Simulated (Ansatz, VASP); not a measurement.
# ZrH in VASP and in Ansatz

The input INCAR:

```
PREC     = Accurate       # precision mode
ENCUT    = 520            # plane-wave cutoff, eV
EDIFF    = 1E-6           # SCF threshold, eV
ISMEAR   = 0              # smearing method
SIGMA    = 0.15           # smearing width, eV
LREAL    = F              # projectors in reciprocal space
LASPH    = T              # aspherical terms in the spheres
NELM     = 100            # most SCF steps
ALGO     = Normal         # electronic algorithm
ISIF     = 2              # what is computed and relaxed
LWAVE    = F              # write WAVECAR
LCHARG   = F              # write CHGCAR
GGA      = CA             # functional
NBANDS   = 21             # bands
```

File KPOINTS:

```
regular mesh
0
Gamma
  16 16 12
```

POSCAR

```
ZrH
1.0
    3.1904794589      0.0000000000      0.0000000000
    0.0000000000      3.1904794589      0.0000000000
    0.0000000000      0.0000000000      5.1115885699
Zr H
2 2
Direct
    0.0000000000      0.5000000000      0.0000000000
    0.5000000000      0.0000000000      0.5000000000
    0.0000000000      0.0000000000      0.7500000000
    0.0000000000      0.0000000000      0.2500000000
```

Input for Ansatz:

```yaml
crystal:
  lattice:
    - [3.1904794589, 0.0, 0.0]
    - [0.0, 3.1904794589, 0.0]
    - [0.0, 0.0, 5.1115885699]
  atoms:
    - { symbol: Zr, position: [0.0, 0.5, 0.0] }
    - { symbol: Zr, position: [0.5, 0.0, 0.5] }
    - { symbol: H, position: [0.0, 0.0, 0.75] }
    - { symbol: H, position: [0.0, 0.0, 0.25] }
basis:
  ecutwfc: 420
kpoints:
  mp_grid: { grid: [16, 16, 12] }
hamiltonian:
  xc: lda
scf:
  occupations: { method: gaussian, width: 0.15 }
output:
  forces: true
  stress: true
  eigenvalues: true
```

Alike in both runs: task single point; functional LDA; k mesh 16 × 16 × 12; occupations gaussian, width 0.15 eV; no spin polarisation.

|  | VASP | Ansatz |
| --- | --- | --- |
| version | VASP 6.6.1 | Ansatz 0.2.0 |
| potentials or method | VASP PAW LDA potentials, release 64 (Zr_sv, H), cutoff 520 eV | scalar-relativistic, plane waves, PAW |
| valence electrons in the cell | 26 | 26 |

Ansatz gave:

```
gap on the k mesh at the Fermi level (eV)                     : none
pressure (GPa)                                                : -5.5
traceless stress, the component that is largest in VASP (GPa) : -1.33
```

Q: What did VASP give for the same quantities?

A: gap on the k mesh at the Fermi level (eV): none; pressure (GPa): -5.4; traceless stress, the component that is largest in VASP (GPa): -1.28.

LDA's correlation is that of Perdew and Zunger in VASP and of Perdew and Wang (1992) in Ansatz. A gap of «none» marks a metal or a gap that the smearing closes.
